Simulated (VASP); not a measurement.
Wanted: the native input for a VASP 6.6.1 run.

```
Task                   : single point
Functional             : LDA
Potentials or basis    : VASP PAW LDA potentials, release 64 (Be, Ru_pv)
Cutoff                 : 520 eV
k mesh                 : 10 × 10 × 6
Occupations            : fermi-dirac, width 0.05 eV
Spin                   : non-collinear spin, zero start, spin-orbit coupling
Starting moments       : [[0.0, 0.0, 0.0], [0.0, 0.0, 0.0]] μB
Dipole correction      : no
Further INCAR settings : ALGO = Normal; EDIFF = 1e-06; NBANDS = 28
```

The structure of BeRu lies in POSCAR:

```
BeRu
1.0
    2.2883455500      0.0000000000      0.0000000000
    0.0000000000      2.2883455500      0.0000000000
    0.0000000000      0.0000000000      3.7829166300
Be Ru
1 1
Direct
    0.5000000000      0.5000000000      0.0000000000
    0.5000000000      0.5000000000      0.5000000000
```

One way to write it, as run:

INCAR

```
PREC = Accurate
ENCUT = 520
EDIFF = 1E-6
ISMEAR = -1
SIGMA = 0.05
LREAL = False
LASPH = True
NELM = 150
ALGO = Normal
ISIF = 2
LWAVE = False
LCHARG = True
LNONCOLLINEAR = True
MAGMOM = 0 0 0 0 0 0
LORBIT = 11
LSORBIT = True
GGA_COMPAT = False
LORBMOM = True
LMAXMIX = 4
LVHAR = True
NBANDS = 28
```

KPOINTS

```
Automatic mesh
0
Gamma
  10 10 6
```

Potentials or basis: VASP PAW LDA potentials, release 64 (Be, Ru_pv).

Launch:

```sh
$ cat potpaw_LDA.64/Be/POTCAR potpaw_LDA.64/Ru_pv/POTCAR > POTCAR
$ mpirun -np 1 vasp_ncl > vasp.out
```

It gave:

The pressure is 82.7 GPa. The net moment is 0.00 μB per cell and the valence electrons inside the program's atomic spheres are Be 1.38; Ru 13.47.

Caveat: the cell stands under pressure.

It took 34 s on 1 thread of Intel(R) Xeon(R) 6975P-C (Granite Rapids), on a shared host, peak memory 0.19 GiB.
